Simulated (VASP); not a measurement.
# RbBiTe6 (R-3) in VASP: further runs

RbBiTe6 is run at these levels: PBE; tasks: single point.

Program: VASP 6.6.1. These are calculated values, not measurements. Logs are shortened: lines on timing, memory, paths and dates and some standing lists are left out, and cuts for length are marked.

## Step 1: The cell of the first run

The structure is trigonal, space group R-3 (No. 148). The conventional cell has a = 9.569 Å, b = 9.569 Å, c = 9.789 Å, α = 90.00°, β = 90.00°, γ = 120.00°. Bi (site symmetry -3) has 6 Te at 2.35 Å within 3.1 Å. Rb (site symmetry -3) has 12 Te at 3.62 to 4.12 Å and 2 Bi at 4.89 Å within 4.9 Å. Te (site symmetry 1) has 1 Bi at 2.35 Å within 3.1 Å.

## Step 2: Single point, PBE

Contents of INCAR:

```
ALGO     = Normal         # electronic algorithm
EDIFF    = 1E-6           # SCF threshold, eV
ENCUT    = 520            # plane-wave cutoff, eV
GGA      = PE             # functional
ISIF     = 2              # what is computed and relaxed
ISMEAR   = -1             # smearing method
LASPH    = T              # aspherical terms in the spheres
LCHARG   = T              # write CHGCAR
LELF     = T              # ELF
LREAL    = F              # projectors in reciprocal space
LVHAR    = T            
LWAVE    = F              # write WAVECAR
NBANDS   = 40             # bands
NELM     = 80             # most SCF steps
PREC     = Accurate       # precision mode
SIGMA    = 0.1            # smearing width, eV
```

Contents of KPOINTS:

```
k-points
0
Gamma
  3 3 3
```

Contents of POSCAR:

```
RbBiTe6
1.0
    4.7845090000      2.7623340000      3.2628840000
   -4.7845090000      2.7623340000      3.2628840000
    0.0000000000     -5.5246810000      3.2628840000
Bi Rb Te
1 1 6
Direct
    0.0000000000      0.0000000000      0.0000000000
    0.5000000000      0.5000000000      0.5000000000
    0.7160000000      0.7890000000      0.1030000000
    0.1030000000      0.7160000000      0.7890000000
    0.7890000000      0.1030000000      0.7160000000
    0.2840000000      0.2110000000      0.8970000000
    0.8970000000      0.2840000000      0.2110000000
    0.2110000000      0.8970000000      0.2840000000
```

Potentials or basis: VASP PAW PBE potentials, release 64 (Bi_d, Rb_sv, Te).

Started as:

```bash
> cat potpaw_PBE.64/Bi_d/POTCAR potpaw_PBE.64/Rb_sv/POTCAR potpaw_PBE.64/Te/POTCAR > POTCAR
> mpirun -np 1 vasp_std > vasp.out
```

OUTCAR:

```text
EDIFF = 1E-6
   ENCUT = 520
   GGA = PE
   ISIF = 2
   ISMEAR = -1
   LASPH = T
   LREAL = F
   NELM = 80
   PREC = Accurate

 ion  position               nearest neighbor table
   1  0.000  0.000  0.000-   3 2.35   6 2.35   4 2.35   7 2.35   5 2.35   8 2.35
   2  0.500  0.500  0.500-   5 3.62   8 3.62   6 3.62   3 3.62   7 3.62   4 3.62   5 4.12   8 4.12
                             4 4.12   7 4.12   3 4.12   6 4.12
   3  0.716  0.789  0.103-   1 2.35   7 3.23   8 3.23   4 3.41   5 3.41   2 3.62   7 3.67   8 3.67
                             2 4.12
   4  0.103  0.716  0.789-   1 2.35   6 3.23   8 3.23   5 3.41   3 3.41   2 3.62   6 3.67   8 3.67
                             2 4.12
   5  0.789  0.103  0.716-   1 2.35   6 3.23   7 3.23   4 3.41   3 3.41   2 3.62   6 3.67   7 3.67
                             2 4.12
   6  0.284  0.211  0.897-   1 2.35   4 3.23   5 3.23   7 3.41   8 3.41   2 3.62   4 3.67   5 3.67
                             2 4.12
   7  0.897  0.284  0.211-   1 2.35   3 3.23   5 3.23   8 3.41   6 3.41   2 3.62   3 3.67   5 3.67
                             2 4.12
   8  0.211  0.897  0.284-   1 2.35   3 3.23   4 3.23   7 3.41   6 3.41   2 3.62   3 3.67   4 3.67
                             2 4.12

  LATTYP: Found a trigonal (rhomboedric) cell.
 ALAT       =     6.4162693327
 COS(alpha) =    -0.1120906895

  Lattice vectors:

 A1 = (   4.7845090000,   2.7623340000,   3.2628840000)
 A2 = (  -4.7845090000,   2.7623340000,   3.2628840000)
 A3 = (   0.0000000000,  -5.5246810000,   3.2628840000)

Analysis of symmetry for initial positions (statically):
=====================================================================
 Subroutine PRICEL returns:
 Original cell was already a primitive cell.

 Routine SETGRP: Setting up the symmetry group for a
 trigonal (rhombohedral) supercell.

 Subroutine GETGRP returns: Found  6 space group operations
 (whereof  6 operations were pure point group operations)
 out of a pool of 12 trial point group operations.

The static configuration has the point symmetry S_6 .

Analysis of symmetry for dynamics (positions and initial velocities):
=====================================================================
 Subroutine PRICEL returns:
 Original cell was already a primitive cell.

 Routine SETGRP: Setting up the symmetry group for a
 trigonal (rhombohedral) supercell.

 Subroutine GETGRP returns: Found  6 space group operations
 (whereof  6 operations were pure point group operations)
[... 98 lines left out ...]
   NSW    =      0    number of steps for IOM
   IBRION =     -1    ionic relax: 0-MD 1-quasi-New 2-CG
   NFREE  =      0    steps in history (QN), initial steepest desc. (CG)
   ISIF   =      2    stress and relaxation
   ISYM   =      2    0-nonsym 1-usesym 2-fastsym
   POTIM  = 0.5000    time-step for ionic-motion
   TEBEG  =    0.0;   TEEND  =   0.0 temperature during run
   PSTRESS=    0.0 pullay stress
   NELECT =      60.0000    total number of electrons
   NUPDOWN=      -1.0000    fix difference up-down
   EMIN   =  10.00;   EMAX   =-10.00  energy-range for DOS
   EFERMI =   0.00;   METHOD = LEGACY
   ISMEAR =    -1;   SIGMA  =   0.10  broadening in eV -4-tet -1-fermi 0-gaus
   EFERMI_NEDOS =   21; number of points for ismear=-14 and -15
   IALGO  =     38    algorithm
   IMIX   =      4    mixing-type and parameters
     AMIX     =   0.40;   BMIX     =  1.00
     AMIX_MAG =   1.60;   BMIX_MAG =  1.00
  volume/ion in A,a.u.               =      32.34       218.26
  Fermi-wavevector in a.u.,A,eV,Ry     =   1.005780  1.900648 13.763556  1.011593
  Thomas-Fermi vector in A             =   2.138481
   LORBIT       =      0    0 simple, 1 ext, 2 COOP (PROOUT), +10 PAW based schemes
   GGA     = PE    functional components
   LHFCALC =     F    Hartree Fock is set to
   AEXX    =    0.0000 exact exchange contribution
   IVDW    =     0    specifies the selected vdW correction
   LEPSILON=     F    determine dielectric tensor
   LRPA    =     F    only Hartree local field effects (RPA)
 non-spin polarized calculation
  energy-cutoff  :      520.00
  volume of cell :      258.74
 maximum number of plane-waves:      6993
   NGX = 23   NGY = 23   NGZ = 23

 number of electron      59.9999998 magnetization

 Free energy of the ion-electron system (eV)
  ---------------------------------------------------
  ext. energy  EPLUGINS =         0.00000000
  ---------------------------------------------------
  free energy    TOTEN  =        -6.31992974 eV

  energy without entropy =       -6.09769894  energy(sigma->0) =       -6.20881434

 E-fermi :   5.7759     XC(G=0):  -9.0664

 val. band max:        5.7741364375   @ k =  -0.3333   0.3333   0.3333
 cond. band min:       5.8283953387   @ k =   0.0000   0.0000   0.0000
 fundamental gap:      0.0542589012
 Fermi energy:         5.7759129963

 k-point     1 :       0.0000    0.0000    0.0000
  band No.  band energies     occupation
      1     -21.0991      2.00000
      2     -19.7878      2.00000
      3     -19.7878      2.00000
      4     -19.2872      2.00000
      5     -19.2871      2.00000
      6     -19.2416      2.00000
[... 247 lines left out ...]
     39      10.6609      0.00000
     40      11.0114      0.00000

------------------------ aborting loop because EDIFF is reached ----------------------------------------

  FORCE on cell =-STRESS in cart. coord.  units (eV):
  Direction    XX          YY          ZZ          XY          YZ          ZX
  --------------------------------------------------------------------------------------
  -------------------------------------------------------------------------------------
  Total       59.6317477     59.6317811     49.6814133     -0.0000016     -0.0000660     -0.0000000
  in kB      369.2504127    369.2506197    307.6361681     -0.0000097     -0.0004086     -0.0000000
  external PRESSURE =     348.7124002 kB  Pullay stress =       0.0000000 kB

 VOLUME and BASIS-vectors are now :
 -----------------------------------------------------------------------------
  energy-cutoff  :      520.00
  volume of cell :      258.74
      direct lattice vectors                 reciprocal lattice vectors
     4.784509000  2.762334000  3.262884000     0.104503931  0.060335356  0.102159193
    -4.784509000  2.762334000  3.262884000    -0.104503931  0.060335356  0.102159193
     0.000000000 -5.524681000  3.262884000     0.000000000 -0.120670712  0.102158952

 POSITION                                       TOTAL-FORCE (eV/Angst)
 -----------------------------------------------------------------------------------
      0.00000      0.00000      0.00000         0.000000     -0.000000      0.000000
      0.00000     -0.00001      4.89433         0.000000     -0.000000      0.000000
     -0.34927      3.58827      5.24672        -1.711213     -9.500668     -6.585891
     -2.93290     -2.09662      5.24672         9.083431      3.268393     -6.585891
      3.28217     -1.49167      5.24672        -7.372219      6.232301     -6.585891
      0.34927     -3.58828      4.54193         1.711213      9.500668      6.585891
      2.93290      2.09661      4.54193        -9.083431     -3.268393      6.585891
     -3.28217      1.49166      4.54193         7.372219     -6.232301      6.585891
 -----------------------------------------------------------------------------------
    total drift:                                0.000000      0.000000     -0.000000

  FREE ENERGIE OF THE ION-ELECTRON SYSTEM (eV)
  ---------------------------------------------------
  free  energy   TOTEN  =        -6.3199297424 eV

  energy  without entropy=       -6.0976989434  energy(sigma->0) =       -6.20881434
```

It took 94 s on 1 thread of Intel Xeon 8259CL, shared host; peak memory 0.36 GiB.

What came out:

```
Free energy            : -6.3199 eV
Pressure               : 34.9 GPa
Largest force          : 11.686 eV/Å
Band gap on the k mesh : zero (bands 30 and 31 overlap by 0.08 eV)
```

Forces in eV/Å, atoms in the order of the input:
```
Bi   0.000  0.000  0.000
Rb   0.000  0.000  0.000
Te  -1.711 -9.501 -6.586
Te   9.083  3.268 -6.586
Te  -7.372  6.232 -6.586
Te   1.711  9.501  6.586
Te  -9.083 -3.268  6.586
Te   7.372 -6.232  6.586
```

Stress tensor (GPa, compression positive):
```
36.93  0.00  0.00
 0.00 36.93  0.00
 0.00  0.00 30.76
```

Caveat: the stress differs along the axes, from 31 to 37 GPa; spin-orbit coupling is left out, which moves the levels of the heavy elements; forces of over 1 eV/Å act on the atoms, so gaps and moduli don't describe the material at rest.

## Step 3: Single point, PBE

Contents of INCAR:

```
SYSTEM = RbBiTe6
PREC = Accurate
ENCUT = 520
EDIFF = 1E-6
ISMEAR = -1
SIGMA = 0.1
LREAL = .False.
LASPH = .True.
NELM = 80
ALGO = Normal
ISIF = 2
LWAVE = .False.
LCHARG = .False.
GGA = PE
NBANDS = 40
```

Contents of KPOINTS:

```
Automatic mesh
0
Gamma
  3 3 3
  0.5 0.5 0.5
```

POSCAR is that of step 2.

Potentials or basis: VASP PAW PBE potentials, release 64 (Bi_d, Rb_sv, Te).

Started as:

```bash
> cat potpaw_PBE.64/Bi_d/POTCAR potpaw_PBE.64/Rb_sv/POTCAR potpaw_PBE.64/Te/POTCAR > POTCAR
> mpirun -np 1 vasp_std > vasp.out
```

Run time: 96 s. Hardware: 1 thread of Intel Xeon 8259CL, shared host; peak memory 0.36 GiB.

Results (log left out):

- Free energy: -6.3395 eV
- Pressure: 34.7 GPa
- Largest force: 11.563 eV/Å
- Band gap on the k mesh: zero (bands 30 and 31 overlap by 0.70 eV)

Forces in eV/Å, atoms in the order of the input:
```
Bi   0.000  0.000  0.000
Rb   0.000  0.000  0.000
Te  -1.696 -9.418 -6.491
Te   9.004  3.240 -6.491
Te  -7.308  6.178 -6.491
Te   1.696  9.418  6.491
Te  -9.004 -3.240  6.491
Te   7.308 -6.178  6.491
```

Stress tensor (GPa, compression positive):
```
36.67  0.00  0.00
 0.00 36.67  0.00
 0.00  0.00 30.78
```

Levels at points of the mesh, in eV from the Fermi level:
```
           k point  band 27  band 28  band 29  band 30  band 31  band 32  band 33  band 34
(0.50, 0.50, 0.50)    -0.94    -0.83    -0.83    -0.78    -0.65     0.70     0.70     1.80
```

Caveat: the stress differs along the axes, from 31 to 37 GPa; spin-orbit coupling is left out, which moves the levels of the heavy elements; forces of over 1 eV/Å act on the atoms, so gaps and moduli don't describe the material at rest.

## Step 4: Single point, PBE

Contents of INCAR:

```
ALGO = Normal
EDIFF = 1E-6
ENCUT = 520
GGA = PE
ISIF = 2
ISMEAR = -4
LASPH = T
LCHARG = F
LREAL = F
LWAVE = F
NBANDS = 40
NELM = 60
PREC = Accurate
SIGMA = 0.1
```

Contents of KPOINTS:

```
k-points
0
Gamma
  3 3 3
```

POSCAR is that of step 3.

Started as:

```bash
> cat potpaw_PBE.64/Bi_d/POTCAR potpaw_PBE.64/Rb_sv/POTCAR potpaw_PBE.64/Te/POTCAR > POTCAR
> mpirun -np 1 vasp_std > vasp.out
```

It took 92 s on 1 thread of Intel Xeon 8259CL, shared host; peak memory 0.36 GiB.

The run converged. Its results:

| Property | Result |
| --- | --- |
| Free energy | -6.1627 eV |
| Pressure | 34.9 GPa |
| Largest force | 11.629 eV/Å |
| Band gap on the k mesh | zero (bands 30 and 31 overlap by 0.08 eV) |

Forces on the atoms (eV/Å):
```
Bi   0.000  0.000  0.000
Rb   0.000  0.000  0.000
Te  -1.694 -9.473 -6.528
Te   9.051  3.269 -6.528
Te  -7.357  6.204 -6.528
Te   1.694  9.473  6.528
Te  -9.051 -3.269  6.528
Te   7.357 -6.204  6.528
```

Stress tensor (GPa, compression positive):
```
37.02  0.00  0.00
 0.00 37.02  0.00
 0.00  0.00 30.72
```

Levels at points of the mesh, in eV from the Fermi level:
```tsv
k point	band 27	band 28	band 29	band 30	band 31	band 32	band 33	band 34
(0.00, 0.00, 0.00)	-0.88	-0.26	-0.16	-0.16	0.06	0.35	0.35	2.16
```

Caveat: the stress differs along the axes, from 31 to 37 GPa; spin-orbit coupling is left out, which moves the levels of the heavy elements; forces of over 1 eV/Å act on the atoms, so gaps and moduli don't describe the material at rest; tetrahedron occupations give inexact forces and stress in metals.

## Step 5: Single point, PBE

Contents of INCAR:

```
SYSTEM = RbBiTe6
PREC = Accurate
ENCUT = 520
EDIFF = 1E-6
ISMEAR = -1
SIGMA = 0.1
LREAL = .False.
LASPH = .True.
NELM = 80
ALGO = Normal
ISIF = 2
LWAVE = .False.
LCHARG = .False.
GGA = PE
NBANDS = 40
```

Contents of KPOINTS:

```
regular mesh
0
Gamma
  3 3 3
  0 0 0
```

POSCAR is that of step 4.

Potentials or basis: VASP PAW PBE potentials, release 64 (Bi_d, Rb_sv, Te).

Started as:

```bash
> cat potpaw_PBE.64/Bi_d/POTCAR potpaw_PBE.64/Rb_sv/POTCAR potpaw_PBE.64/Te/POTCAR > POTCAR
> mpirun -np 1 vasp_std > vasp.out
```

OUTCAR:

```text
SYSTEM = RbBiTe6
   PREC = Accurate
   ENCUT = 520
   EDIFF = 1E-6
   ISMEAR = -1
   LREAL = .False.
   LASPH = .True.
   NELM = 80
   ISIF = 2
   GGA = PE

 ion  position               nearest neighbor table
   1  0.000  0.000  0.000-   3 2.35   6 2.35   4 2.35   7 2.35   5 2.35   8 2.35
   2  0.500  0.500  0.500-   5 3.62   8 3.62   6 3.62   3 3.62   7 3.62   4 3.62   5 4.12   8 4.12
                             4 4.12   7 4.12   3 4.12   6 4.12
   3  0.716  0.789  0.103-   1 2.35   7 3.23   8 3.23   4 3.41   5 3.41   2 3.62   7 3.67   8 3.67
                             2 4.12
   4  0.103  0.716  0.789-   1 2.35   6 3.23   8 3.23   5 3.41   3 3.41   2 3.62   6 3.67   8 3.67
                             2 4.12
   5  0.789  0.103  0.716-   1 2.35   6 3.23   7 3.23   4 3.41   3 3.41   2 3.62   6 3.67   7 3.67
                             2 4.12
   6  0.284  0.211  0.897-   1 2.35   4 3.23   5 3.23   7 3.41   8 3.41   2 3.62   4 3.67   5 3.67
                             2 4.12
   7  0.897  0.284  0.211-   1 2.35   3 3.23   5 3.23   8 3.41   6 3.41   2 3.62   3 3.67   5 3.67
                             2 4.12
   8  0.211  0.897  0.284-   1 2.35   3 3.23   4 3.23   7 3.41   6 3.41   2 3.62   3 3.67   4 3.67
                             2 4.12

  LATTYP: Found a trigonal (rhomboedric) cell.
 ALAT       =     6.4162693327
 COS(alpha) =    -0.1120906895
[... 185 lines left out ...]
      4     -19.2872      2.00000
      5     -19.2871      2.00000
      6     -19.2416      2.00000
[... 247 lines left out ...]
     39      10.6609      0.00000
     40      11.0114      0.00000

------------------------ aborting loop because EDIFF is reached ----------------------------------------

  FORCE on cell =-STRESS in cart. coord.  units (eV):
  Direction    XX          YY          ZZ          XY          YZ          ZX
  --------------------------------------------------------------------------------------
  -------------------------------------------------------------------------------------
  Total       59.6317477     59.6317811     49.6814133     -0.0000016     -0.0000660     -0.0000000
  in kB      369.2504127    369.2506197    307.6361681     -0.0000097     -0.0004086     -0.0000000
  external PRESSURE =     348.7124002 kB  Pullay stress =       0.0000000 kB

 VOLUME and BASIS-vectors are now :
 -----------------------------------------------------------------------------
  energy-cutoff  :      520.00
  volume of cell :      258.74
      direct lattice vectors                 reciprocal lattice vectors
     4.784509000  2.762334000  3.262884000     0.104503931  0.060335356  0.102159193
    -4.784509000  2.762334000  3.262884000    -0.104503931  0.060335356  0.102159193
     0.000000000 -5.524681000  3.262884000     0.000000000 -0.120670712  0.102158952

 POSITION                                       TOTAL-FORCE (eV/Angst)
 -----------------------------------------------------------------------------------
      0.00000      0.00000      0.00000         0.000000     -0.000000      0.000000
      0.00000     -0.00001      4.89433         0.000000     -0.000000      0.000000
     -0.34927      3.58827      5.24672        -1.711213     -9.500668     -6.585891
     -2.93290     -2.09662      5.24672         9.083431      3.268393     -6.585891
      3.28217     -1.49167      5.24672        -7.372219      6.232301     -6.585891
      0.34927     -3.58828      4.54193         1.711213      9.500668      6.585891
      2.93290      2.09661      4.54193        -9.083431     -3.268393      6.585891
     -3.28217      1.49166      4.54193         7.372219     -6.232301      6.585891
 -----------------------------------------------------------------------------------
    total drift:                                0.000000      0.000000     -0.000000

  FREE ENERGIE OF THE ION-ELECTRON SYSTEM (eV)
  ---------------------------------------------------
  free  energy   TOTEN  =        -6.3199297424 eV

  energy  without entropy=       -6.0976989434  energy(sigma->0) =       -6.20881434
```

stdout:

```text
POSCAR found type information on POSCAR BiRbTe
 POSCAR found :  3 types and       8 ions
 scaLAPACK will be used
 LDA part: xc-table for (Slater+PW92), standard interpolation
 POSCAR, INCAR and KPOINTS ok, starting setup
 FFT: planning ... GRIDC
 FFT: planning ... GRID_SOFT
 FFT: planning ... GRID
 WAVECAR not read
 entering main loop
```

Wall time 92 s (1 thread of Intel Xeon 8259CL, shared host); peak memory 0.36 GiB.

Results:

| Item | Value |
| --- | --- |
| Free energy | -6.3199 eV |
| Pressure | 34.9 GPa |
| Largest force | 11.686 eV/Å |
| Band gap on the k mesh | zero (bands 30 and 31 overlap by 0.08 eV) |

Forces in eV/Å, atoms in the order of the input:
```
Bi   0.000  0.000  0.000
Rb   0.000  0.000  0.000
Te  -1.711 -9.501 -6.586
Te   9.083  3.268 -6.586
Te  -7.372  6.232 -6.586
Te   1.711  9.501  6.586
Te  -9.083 -3.268  6.586
Te   7.372 -6.232  6.586
```

Levels at points of the mesh, in eV from the Fermi level:
| k point | band 28 | band 29 | band 30 | band 31 | band 32 | band 33 |
| --- | --- | --- | --- | --- | --- | --- |
| (0.00, 0.00, 0.00) | -0.27 | -0.17 | -0.17 | 0.05 | 0.34 | 0.34 |

Caveat: the stress differs along the axes, from 31 to 37 GPa; spin-orbit coupling is left out, which moves the levels of the heavy elements; forces of over 1 eV/Å act on the atoms, so gaps and moduli don't describe the material at rest.

## Step 6: The runs side by side

| k mesh | smearing | gap on the mesh (eV) | pressure (GPa) | largest force (eV/Å) |
| --- | --- | --- | --- | --- |
| 3 × 3 × 3 | fermi-dirac 0.1 eV | none | 34.9 | 11.69 |
| 3 × 3 × 3, shifted | fermi-dirac 0.1 eV | none | 34.7 | 11.56 |
| 3 × 3 × 3 | tetrahedron | none | 34.9 | 11.63 |

Alike in all rows: task single point; level PBE; potentials or basis VASP PAW PBE potentials, release 64 (Bi_d, Rb_sv, Te); no spin polarisation; cell as given; cutoff (eV) 520.

Caveats: the stress differs along the axes, from 31 to 37 GPa; spin-orbit coupling is left out, which moves the levels of the heavy elements; forces of over 1 eV/Å act on the atoms, so gaps and moduli don't describe the material at rest; tetrahedron occupations give inexact forces and stress in metals (at least some runs).

Total energies depend on the potentials used, so only differences within one code and one set of settings carry meaning.

The gap in the log of VASP goes by the Fermi energy; the results here count the filled bands.